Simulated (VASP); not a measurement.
Runs of VASP 6.6.1 on MoS2. The structure is that of space group P-3m1 (No. 164), or close to it. The cells are those of the table. 

| cell | gap on the mesh (eV) | pressure (GPa) | largest force (eV/Å) |
| --- | --- | --- | --- |
| a = 3.139, b = 3.139, c = 6.139 Å, angles 90.0, 90.0, 120.0°, 3 atoms | none | 9.4 | 1.50 |
| a = 3.227, b = 3.227, c = 6.312 Å, angles 90.0, 90.0, 120.0°, 3 atoms | none | (b) | 0.02 |
| a = 3.284, b = 3.284, c = 6.423 Å, angles 90.0, 90.0, 120.0°, 3 atoms | none | -9.2 | 0.74 |
| a = 3.256, b = 3.256, c = 6.368 Å, angles 90.0, 90.0, 120.0°, 3 atoms | none | -6.5 | 0.37 |
| a = 3.311, b = 3.311, c = 6.477 Å, angles 90.0, 90.0, 120.0°, 3 atoms | none | -11.6 | 1.06 |
| a = 3.169, b = 3.169, c = 6.198 Å, angles 90.0, 90.0, 120.0°, 3 atoms | none | (a) | 0.96 |
| a = 3.199, b = 3.199, c = 6.256 Å, angles 90.0, 90.0, 120.0°, 3 atoms | none | 0.3 | 0.47 |

Alike in all rows: task single point; level PBEsol; potentials or basis VASP PAW PBE potentials, release 64 (Mo_sv, S); no spin polarisation; k mesh 10 × 10 × 5; cutoff (eV) 520; smearing gaussian 0.05 eV.

Estimate the missing entries.

(a) 4.5; (b) -3.4.

Caveats: the PAW data sets were made with another functional, which shifts forces and pressure a little; this functional lacks dispersion, which binds layers or chains, so the pressure and a relaxed spacing across them are unreliable; the cell stands under tension (at least some runs); the stress differs along the axes, from 7 to 13 GPa (at least some runs); the stress differs along the axes, from 3 to 8 GPa (at least some runs).

A k mesh can miss the band edges, and the runs leave out spin-orbit coupling on Mo.

A gap of «none» marks levels without a gap at the run's occupations.
